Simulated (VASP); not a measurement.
Wanted: the native input for a VASP 6.6.1 run.

* Task: single point
* Functional: r2SCAN
* Potentials or basis: VASP PAW PBE potentials, release 64 (Ti_sv, Al)
* Cutoff: 520 eV
* k mesh: 12 × 12 × 12
* Occupations: gaussian, width 0.1 eV
* Spin: no spin polarisation
* Dipole correction: no
* Further INCAR settings: ALGO = Normal; EDIFF = 1e-07; NBANDS = 18

TiAl3:

```
Ti Al
1.0
     3.95567    0.00000    0.00000
     0.00000    3.95567    0.00000
     0.00000    0.00000    3.95567
Ti Al
1 3
Direct
  0.00000 0.00000 0.00000
  0.50000 0.50000 0.00000
  0.50000 0.00000 0.50000
  0.00000 0.50000 0.50000
```

The input as run:

POSCAR

```
TiAl3
1.0
    3.9556712500      0.0000000000      0.0000000000
    0.0000000000      3.9556712500      0.0000000000
    0.0000000000      0.0000000000      3.9556712500
Ti Al
1 3
Direct
    0.0000000000      0.0000000000      0.0000000000
    0.5000000000      0.5000000000      0.0000000000
    0.5000000000      0.0000000000      0.5000000000
    0.0000000000      0.5000000000      0.5000000000
```

INCAR.step1

```
PREC = Accurate
ENCUT = 520
ISMEAR = 0
SIGMA = 0.1
LREAL = False
LASPH = True
NELM = 80
NBANDS = 18
GGA = PE
ALGO = Normal
EDIFF = 1E-4
LWAVE = True
LCHARG = False
```

INCAR.step2

```
PREC = Accurate
ENCUT = 520
EDIFF = 1E-7
ISMEAR = 0
SIGMA = 0.1
LREAL = False
LASPH = True
NELM = 80
ALGO = Normal
ISIF = 2
LWAVE = False
LCHARG = False
METAGGA = R2SCAN
LMIXTAU = True
NBANDS = 18
ISTART = 1
```

KPOINTS

```
Automatic mesh
0
Gamma
  12 12 12
```

Potentials or basis: VASP PAW PBE potentials, release 64 (Ti_sv, Al).

The run is started by

```sh
$ cat potpaw_PBE.64/Ti_sv/POTCAR potpaw_PBE.64/Al/POTCAR > POTCAR
$ cp INCAR.step1 INCAR
$ mpirun -np 1 vasp_std > vasp.out
$ cp INCAR.step2 INCAR
$ mpirun -np 1 vasp_std > vasp.out
```

Results of the run:

| Quantity | Value |
| --- | --- |
| Pressure | -0.1 GPa |

Caveat: the PAW data sets were made with another functional, which shifts forces and pressure a little.

It took 3.3 min on 1 thread of Intel(R) Xeon(R) Platinum 8488C (Sapphire Rapids) (shared host), peak memory 0.23 GiB.
